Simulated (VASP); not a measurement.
# Tl (Fd-3m) in VASP: notebook, part 2 of 2

VASP 6.6.1. Earlier steps stand in the parts before.

### 5 Relaxation of cell and atoms, PBEsol, target pressure 10 GPa, at which the enthalpy is minimised

This run uses another cell than the first one, of 37.09 Å³/atom.

Input file INCAR:

```
SYSTEM = Tl
ALGO = Normal ; EDIFF = 1E-7
EDIFFG = -0.02 ; ENCUT = 600
GGA = PS ; IBRION = 2
ISIF = 3 ; ISMEAR = -1
LASPH = .True. ; LCHARG = .False.
LREAL = .False. ; LWAVE = .False.
NELM = 80 ; NSW = 80
PREC = Accurate ; PSTRESS = 100.0
SIGMA = 0.05
```

Input file KPOINTS:

```
k-points
0
Gamma
  7 7 7
  0 0 0
```

Input file POSCAR:

```
Tl
1.0
    0.0000000000      3.3350000000      3.3350000000
    3.3350000000      0.0000000000      3.3350000000
    3.3350000000      3.3350000000      0.0000000000
Tl
2
Direct
    0.0000000000      0.0000000000      0.0000000000
    0.2500000000      0.2500000000      0.2500000000
```

Potentials or basis: VASP PAW PBE potentials, release 64 (Tl_d).

Run with:

```console
$ cat potpaw_PBE.64/Tl_d/POTCAR > POTCAR
$ mpirun -np 1 vasp_std > vasp.out
```

OUTCAR:

```text
SYSTEM = Tl
   EDIFF = 1E-7
   EDIFFG = -0.02
   ENCUT = 600
   GGA = PS
   IBRION = 2
   ISIF = 3
   ISMEAR = -1
   LASPH = .True.
   LREAL = .False.
   NELM = 80
   NSW = 80
   PREC = Accurate
   PSTRESS = 100.0

 ion  position               nearest neighbor table
   1  0.000  0.000  0.000-   2 2.89   2 2.89   2 2.89   2 2.89
   2  0.250  0.250  0.250-   1 2.89   1 2.89   1 2.89   1 2.89

  LATTYP: Found a face centered cubic cell.
 ALAT       =     6.6700000000

  Lattice vectors:

 A1 = (   0.0000000000,   3.3350000000,   3.3350000000)
 A2 = (   3.3350000000,   0.0000000000,   3.3350000000)
 A3 = (   3.3350000000,   3.3350000000,   0.0000000000)

Analysis of symmetry for initial positions (statically):
=====================================================================
 Subroutine PRICEL returns:
 Original cell was already a primitive cell.

 Routine SETGRP: Setting up the symmetry group for a
 face centered cubic supercell.

 Subroutine GETGRP returns: Found 48 space group operations
 (whereof 24 operations were pure point group operations)
 out of a pool of 48 trial point group operations.

The static configuration has the point symmetry T_d .
 The point group associated with its full space group is O_h .

Analysis of symmetry for dynamics (positions and initial velocities):
[... 126 lines left out ...]
     AMIX     =   0.40;   BMIX     =  1.00
     AMIX_MAG =   1.60;   BMIX_MAG =  1.00
  volume/ion in A,a.u.               =      37.09       250.31
  Fermi-wavevector in a.u.,A,eV,Ry     =   1.154233  2.181184 18.126410  1.332254
  Thomas-Fermi vector in A             =   2.290871
   LORBIT       =      0    0 simple, 1 ext, 2 COOP (PROOUT), +10 PAW based schemes
   GGA     = PS    functional components
   LHFCALC =     F    Hartree Fock is set to
   AEXX    =    0.0000 exact exchange contribution
   IVDW    =     0    specifies the selected vdW correction
   LEPSILON=     F    determine dielectric tensor
   LRPA    =     F    only Hartree local field effects (RPA)
 conjugate gradient relaxation of ions
 non-spin polarized calculation
  energy-cutoff  :      600.00
  volume of cell :       74.19
 maximum number of plane-waves:      2509
 NGX is ok and might be reduce to    40
   NGX = 19   NGY = 19   NGZ = 19

--------------------------------------- Ionic step        1  -------------------------------------------

 number of electron      25.9999996 magnetization

 Free energy of the ion-electron system (eV)
  ---------------------------------------------------
  ext. energy  EPLUGINS =         0.00000000
  ---------------------------------------------------
  free energy    TOTEN  =        -4.34958298 eV

  energy without entropy =       -4.34147052  energy(sigma->0) =       -4.34552675

 E-fermi :   3.8402     XC(G=0):  -8.8548

 val. band max:        3.7774065033   @ k =   0.0000   0.0000   0.0000
 cond. band min:       3.8863874160   @ k =   0.4286   0.2857   0.0000
 fundamental gap:      0.1089809127
 Fermi energy:         3.8401622563
[... 880 lines left out ...]
--------------------------------------- Ionic step        3  -------------------------------------------

 number of electron      26.0000005 magnetization

 Free energy of the ion-electron system (eV)
  ---------------------------------------------------
  ext. energy  EPLUGINS =         0.00000000
  ---------------------------------------------------
  free energy    TOTEN  =        -3.96774186 eV

  energy without entropy =       -3.95541251  energy(sigma->0) =       -3.96157718

 E-fermi :   5.1913     XC(G=0):  -9.5880

 val. band max:        5.1834467601   @ k =   0.4286   0.2857   0.0000
 cond. band min:       5.3533778892   @ k =  -0.4286   0.2857   0.1429
 fundamental gap:      0.1699311291
 Fermi energy:         5.1912527571
[... 431 lines left out ...]
  energy  without entropy=       -3.9554125052  energy(sigma->0) =       -3.96157718

  enthalpy is  TOTEN    =        -0.0177427814 eV   P V=        3.9499990832

 reached required accuracy - stopping structural energy minimisation
```

OSZICAR:

```text
N       E                     dE             d eps       ncg     rms          rms(c)
DAV:   1     0.131361088942E+03    0.13136E+03   -0.15111E+04   704   0.154E+03
DAV:   2    -0.232270198830E+01   -0.13368E+03   -0.13229E+03   736   0.300E+02
DAV:   3    -0.439563225064E+01   -0.20729E+01   -0.20364E+01   789   0.347E+01
[... 28 lines left out ...]
DAV:   5    -0.396791678755E+01    0.43103E-02   -0.23241E-02   731   0.141E+00    0.126E-01
DAV:   6    -0.396774149927E+01    0.17529E-03   -0.70147E-04   702   0.206E-01    0.539E-02
DAV:   7    -0.396774124823E+01    0.25104E-06   -0.26812E-05   737   0.470E-02    0.531E-03
DAV:   8    -0.396774186670E+01   -0.61847E-06   -0.34769E-06   714   0.142E-02    0.477E-03
DAV:   9    -0.396774186458E+01    0.21219E-08   -0.60441E-07   690   0.586E-03
   3 F= -.17742781E-01 E0= -.11578102E-01  d E =-.298436E+00
```

CONTCAR:

```text
Tl
   1.00000000000000
    -0.0000000000000000    3.1629514606355658    3.1629514606355658
     3.1629514606355658    0.0000000000000000    3.1629514606355658
     3.1629514606355658    3.1629514606355658    0.0000000000000000
  Tl
     2
Direct
     0.0000000000000000    0.0000000000000000    0.0000000000000000
     0.2500000000000000    0.2500000000000000    0.2500000000000000

  0.00000000E+00  0.00000000E+00  0.00000000E+00
  0.00000000E+00  0.00000000E+00  0.00000000E+00
```

Run time: 2.3 min. Hardware: 1 thread of Intel Xeon 8259CL, shared host; peak memory 0.25 GiB.

Results:

```yaml
Free_energy: -3.9677 eV
Relaxed_volume: 31.64 Å³/atom
Relaxed_cell: a = 4.473 Å, b = 4.473 Å, c = 4.473 Å, α = 60.00°, β = 60.00°, γ = 60.00°
Space_group_after_relaxing_to_0.1_Å: Fd-3m (No. 227)
Energy_change_on_relaxing_the_run_minimises_the_enthalpy: +190.9 meV/atom
Ionic_steps: 3
Pressure_after_relaxing: 10.0 GPa
Band_gap_on_the_k_mesh: zero (bands 13 and 14 overlap by 4.12 eV)
```

Step by step:
| step | energy change (eV) | largest force (eV/Å) | pressure (GPa) | volume (Å³) |
| --- | --- | --- | --- | --- |
| 1 | 0.0000 | 0.0000 | 2.41 | 74.19 |
| 2 | 0.9310 | 0.0000 | 17.94 | 56.88 |
| 3 | 0.3818 | 0.0000 | 9.97 | 63.29 |

Final structure:
```xyz
2
Lattice="0.0000 3.1630 3.1630 3.1630 0.0000 3.1630 3.1630 3.1630 0.0000" Properties=species:S:1:pos:R:3 pbc="T T T"
Tl    0.0000    0.0000    0.0000
Tl    1.5815    1.5815    1.5815
```

Caveat: the cell is relaxed towards a set pressure, so the run minimises the enthalpy, not the energy; the PAW data sets were made with another functional, which shifts forces and pressure a little; spin-orbit coupling is left out, which moves the levels of the heavy elements.

### 6 Relaxation of cell and atoms, PBEsol, target pressure 20 GPa, at which the enthalpy is minimised

This run uses another cell than the first one, of 37.09 Å³/atom.

Input file INCAR:

```
PREC = Accurate
ENCUT = 600
EDIFF = 1E-6
ISMEAR = -1
SIGMA = 0.05
LREAL = False
LASPH = True
NELM = 80
ALGO = Normal
ISIF = 3
LWAVE = False
LCHARG = False
GGA = PS
IBRION = 2
NSW = 80
EDIFFG = -0.02
PSTRESS = 200.0
```

Input file KPOINTS:

```
Automatic mesh
0
Gamma
  7 7 7
```

POSCAR is that of step 5.

Potentials or basis: VASP PAW PBE potentials, release 64 (Tl_d).

Run with:

```console
$ cat potpaw_PBE.64/Tl_d/POTCAR > POTCAR
$ mpirun -np 1 vasp_std > vasp.out
```

Wall time 3.4 min (1 thread of Intel Xeon 8259CL, shared host); peak memory 0.25 GiB.

The run converged. Its results:

| Item | Value |
| --- | --- |
| Free energy | -3.2828 eV |
| Relaxed volume | 27.87 Å³/atom |
| Relaxed cell | a = 4.288 Å, b = 4.288 Å, c = 4.288 Å, α = 60.00°, β = 60.00°, γ = 60.00° |
| Space group after relaxing (to 0.1 Å) | Fd-3m (No. 227) |
| Energy change on relaxing (the run minimises the enthalpy) | +533.4 meV/atom |
| Ionic steps | 5 |
| Pressure after relaxing | 20.1 GPa |
| Band gap on the k mesh | zero (bands 13 and 14 overlap by 4.88 eV) |

The path:
| step | energy change (eV) | largest force (eV/Å) | pressure (GPa) | volume (Å³) |
| --- | --- | --- | --- | --- |
| 1 | 0.0000 | 0.0000 | 2.41 | 74.19 |
| 2 | 6.9104 | 0.0000 | 116.09 | 38.49 |
| 3 | 0.8660 | 0.0000 | 16.96 | 57.48 |
| 4 | 0.9733 | 0.0000 | 18.60 | 56.51 |
| 5 | 1.0668 | 0.0000 | 20.08 | 55.73 |

Final structure:
```yaml
crystal:
  lattice:
    - [0.00000, 3.03178, 3.03178]
    - [3.03178, 0.00000, 3.03178]
    - [3.03178, 3.03178, 0.00000]
  atoms:
    - { symbol: Tl, position: [0.00000, 0.00000, 0.00000] }
    - { symbol: Tl, position: [0.25000, 0.25000, 0.25000] }
```

Levels at points of the mesh, in eV from the Fermi level:
```
           k point  band 10  band 11  band 12  band 13  band 14  band 15  band 16  band 17
(0.00, 0.00, 0.00)   -11.05   -11.05     2.36     3.84     3.84     3.84     5.39     5.39
```

Caveat: the cell is relaxed towards a set pressure, so the run minimises the enthalpy, not the energy; the volume moved by over 15 % at a fixed basis, so the end points are rough; the PAW data sets were made with another functional, which shifts forces and pressure a little; spin-orbit coupling is left out, which moves the levels of the heavy elements.

### 7 Relaxation of cell and atoms, PBEsol, target pressure 30 GPa, at which the enthalpy is minimised

This run uses another cell than the first one, of 37.09 Å³/atom.

Input file INCAR:

```
SYSTEM = Tl
ALGO     = Normal         ! electronic algorithm
EDIFF    = 1E-7           ! SCF threshold, eV
EDIFFG   = -0.02          ! ionic threshold
ENCUT    = 600            ! plane-wave cutoff, eV
GGA      = PS             ! functional
IBRION   = 2              ! ionic algorithm
ISIF     = 3              ! what is computed and relaxed
ISMEAR   = -1             ! smearing method
LASPH    = .TRUE.         ! aspherical terms in the spheres
LCHARG   = .FALSE.        ! write CHGCAR
LREAL    = .FALSE.        ! projectors in reciprocal space
LWAVE    = .FALSE.        ! write WAVECAR
NELM     = 60             ! most SCF steps
NSW      = 80             ! ionic steps
PREC     = Accurate       ! precision mode
PSTRESS  = 300.0        
SIGMA    = 0.05           ! smearing width, eV
```

Input file KPOINTS:

```
k-points
0
G
  7 7 7
  0 0 0
```

POSCAR is that of step 6.

Potentials or basis: VASP PAW PBE potentials, release 64 (Tl_d).

Run with:

```console
$ cat potpaw_PBE.64/Tl_d/POTCAR > POTCAR
$ mpirun -np 1 vasp_std > vasp.out
```

OUTCAR:

```text
SYSTEM = Tl
   EDIFF = 1E-7
   EDIFFG = -0.02
   ENCUT = 600
   GGA = PS
   IBRION = 2
   ISIF = 3
   ISMEAR = -1
   LASPH = .TRUE.
   LREAL = .FALSE.
   NELM = 60
   NSW = 80
   PREC = Accurate
   PSTRESS = 300.0

 ion  position               nearest neighbor table
   1  0.000  0.000  0.000-   2 2.89   2 2.89   2 2.89   2 2.89
   2  0.250  0.250  0.250-   1 2.89   1 2.89   1 2.89   1 2.89

  LATTYP: Found a face centered cubic cell.
 ALAT       =     6.6700000000

  Lattice vectors:

 A1 = (   0.0000000000,   3.3350000000,   3.3350000000)
 A2 = (   3.3350000000,   0.0000000000,   3.3350000000)
 A3 = (   3.3350000000,   3.3350000000,   0.0000000000)

Analysis of symmetry for initial positions (statically):
=====================================================================
 Subroutine PRICEL returns:
 Original cell was already a primitive cell.

 Routine SETGRP: Setting up the symmetry group for a
 face centered cubic supercell.

 Subroutine GETGRP returns: Found 48 space group operations
 (whereof 24 operations were pure point group operations)
 out of a pool of 48 trial point group operations.

The static configuration has the point symmetry T_d .
 The point group associated with its full space group is O_h .

Analysis of symmetry for dynamics (positions and initial velocities):
[... 126 lines left out ...]
     AMIX     =   0.40;   BMIX     =  1.00
     AMIX_MAG =   1.60;   BMIX_MAG =  1.00
  volume/ion in A,a.u.               =      37.09       250.31
  Fermi-wavevector in a.u.,A,eV,Ry     =   1.154233  2.181184 18.126410  1.332254
  Thomas-Fermi vector in A             =   2.290871
   LORBIT       =      0    0 simple, 1 ext, 2 COOP (PROOUT), +10 PAW based schemes
   GGA     = PS    functional components
   LHFCALC =     F    Hartree Fock is set to
   AEXX    =    0.0000 exact exchange contribution
   IVDW    =     0    specifies the selected vdW correction
   LEPSILON=     F    determine dielectric tensor
   LRPA    =     F    only Hartree local field effects (RPA)
 conjugate gradient relaxation of ions
 non-spin polarized calculation
  energy-cutoff  :      600.00
  volume of cell :       74.19
 maximum number of plane-waves:      2509
 NGX is ok and might be reduce to    40
   NGX = 19   NGY = 19   NGZ = 19

--------------------------------------- Ionic step        1  -------------------------------------------

 number of electron      25.9999996 magnetization

 Free energy of the ion-electron system (eV)
  ---------------------------------------------------
  ext. energy  EPLUGINS =         0.00000000
  ---------------------------------------------------
  free energy    TOTEN  =        -4.34958298 eV

  energy without entropy =       -4.34147052  energy(sigma->0) =       -4.34552675

 E-fermi :   3.8402     XC(G=0):  -8.8548

 val. band max:        3.7774065033   @ k =   0.0000   0.0000   0.0000
 cond. band min:       3.8863874160   @ k =   0.4286   0.2857   0.0000
 fundamental gap:      0.1089809127
 Fermi energy:         3.8401622563
[... 1515 lines left out ...]
--------------------------------------- Ionic step        9  -------------------------------------------

 number of electron      26.0000000 magnetization

 Free energy of the ion-electron system (eV)
  ---------------------------------------------------
  ext. energy  EPLUGINS =         0.00000000
  ---------------------------------------------------
  free energy    TOTEN  =        -2.66311845 eV

  energy without entropy =       -2.64770402  energy(sigma->0) =       -2.65541123

 E-fermi :   7.4081     XC(G=0): -10.5965

 val. band max:        7.2193218388   @ k =   0.4286   0.2857   0.0000
 cond. band min:       7.4487473342   @ k =  -0.4286   0.2857   0.1429
 fundamental gap:      0.2294254954
 Fermi energy:         7.4080698158
[... 431 lines left out ...]
  energy  without entropy=       -2.6477040158  energy(sigma->0) =       -2.65541123

  enthalpy is  TOTEN    =         7.0203507585 eV   P V=        9.6834692098

 reached required accuracy - stopping structural energy minimisation
```

OSZICAR:

```text
N       E                     dE             d eps       ncg     rms          rms(c)
DAV:   1     0.131361088942E+03    0.13136E+03   -0.15111E+04   704   0.154E+03
DAV:   2    -0.232270198830E+01   -0.13368E+03   -0.13229E+03   736   0.300E+02
DAV:   3    -0.439563225064E+01   -0.20729E+01   -0.20364E+01   789   0.347E+01
[... 96 lines left out ...]
DAV:   3    -0.266312168435E+01    0.20992E-03   -0.77871E-04   725   0.277E-01    0.651E-02
DAV:   4    -0.266312062038E+01    0.10640E-05   -0.57696E-05   681   0.544E-02    0.955E-03
DAV:   5    -0.266311821408E+01    0.24063E-05   -0.11955E-05   696   0.324E-02    0.513E-03
DAV:   6    -0.266311842021E+01   -0.20613E-06   -0.38784E-07   705   0.551E-03    0.678E-04
DAV:   7    -0.266311845134E+01   -0.31128E-07   -0.22497E-08   364   0.139E-03
   9 F= 0.70203508E+01 E0= 0.70280580E+01  d E =-.277184E-04
```

Run time: 7.2 min. Hardware: 1 thread of Intel Xeon 8259CL, shared host; peak memory 0.26 GiB.

Results:

```yaml
Free_energy: -2.6631 eV
Relaxed_volume: 25.86 Å³/atom
Relaxed_cell: a = 4.182 Å, b = 4.182 Å, c = 4.182 Å, α = 60.00°, β = 60.00°, γ = 60.00°
Space_group_after_relaxing_to_0.1_Å: Fd-3m (No. 227)
Energy_change_on_relaxing_the_run_minimises_the_enthalpy: +843.2 meV/atom
Ionic_steps: 9
Pressure_after_relaxing: 30.0 GPa
Band_gap_on_the_k_mesh: zero (bands 13 and 14 overlap by 5.39 eV)
```

The path:
```
step  energy change (eV)  largest force (eV/Å)  pressure (GPa)  volume (Å³)
   1              0.0000                0.0000            2.41        74.19
   2             31.7523                0.0000          602.72        24.57
   3              0.2441                0.0000            7.57        65.82
   4              0.5657                0.0000           12.94        60.71
   5              1.9351                0.0000           33.99        50.47
   6              1.6246                0.0000           29.01        52.05
   7              1.6967                0.0000           30.17        51.66
   8              1.6636                0.0000           29.63        51.84
   9              1.6865                0.0000           30.00        51.72
```

Final structure:
```cif
data_structure
_symmetry_space_group_name_H-M 'P 1'
_symmetry_Int_Tables_number 1
_cell_length_a 4.1819
_cell_length_b 4.1819
_cell_length_c 4.1819
_cell_angle_alpha 60.000
_cell_angle_beta 60.000
_cell_angle_gamma 60.000
_cell_volume 51.72
loop_
_atom_site_label
_atom_site_type_symbol
_atom_site_fract_x
_atom_site_fract_y
_atom_site_fract_z
_atom_site_occupancy
Tl1 Tl 0.00000 0.00000 0.00000 1
Tl2 Tl 0.25000 0.25000 0.25000 1
```

Levels at points of the mesh, in eV from the Fermi level:
```csv
k point,band 10,band 11,band 12,band 13,band 14,band 15,band 16,band 17
"(0.00, 0.00, 0.00)",-11.07,-11.07,3.07,4.22,4.22,4.22,5.70,6.01
```

Caveat: the cell is relaxed towards a set pressure, so the run minimises the enthalpy, not the energy; the volume moved by over 15 % at a fixed basis, so the end points are rough; the PAW data sets were made with another functional, which shifts forces and pressure a little; spin-orbit coupling is left out, which moves the levels of the heavy elements.

### 8 The runs side by side

```tsv
task	cell	cutoff (eV)	gap on the mesh (eV)	pressure (GPa)
single point	a = 4.471 Å, angles 60.0°, 2 atoms	520	none	10.0
single point	a = 4.864 Å, angles 60.0°, 2 atoms	520	none	0.0
relaxation of cell and atoms	relaxed from a = 4.716 Å, angles 60.0°, 2 atoms	600	none	0.0
relaxation of cell and atoms	relaxed to 10 GPa from a = 4.716 Å, angles 60.0°, 2 atoms	600	none	10.0
relaxation of cell and atoms	relaxed to 20 GPa from a = 4.716 Å, angles 60.0°, 2 atoms	600	none	20.1
relaxation of cell and atoms	relaxed to 30 GPa from a = 4.716 Å, angles 60.0°, 2 atoms	600	none	30.0
```

Alike in all rows: level PBEsol; potentials or basis VASP PAW PBE potentials, release 64 (Tl_d); no spin polarisation; k mesh 7 × 7 × 7; smearing fermi-dirac 0.05 eV.

Caveats: the PAW data sets were made with another functional, which shifts forces and pressure a little; spin-orbit coupling is left out, which moves the levels of the heavy elements; the cell is relaxed towards a set pressure, so the run minimises the enthalpy, not the energy (at least some runs); the volume moved by over 15 % at a fixed basis, so the end points are rough (at least some runs); the cell stands under pressure (at least some runs).

Absolute energies hang on the potentials; compare differences alone.

The gap in the log of VASP goes by the Fermi energy; the results here count the filled bands.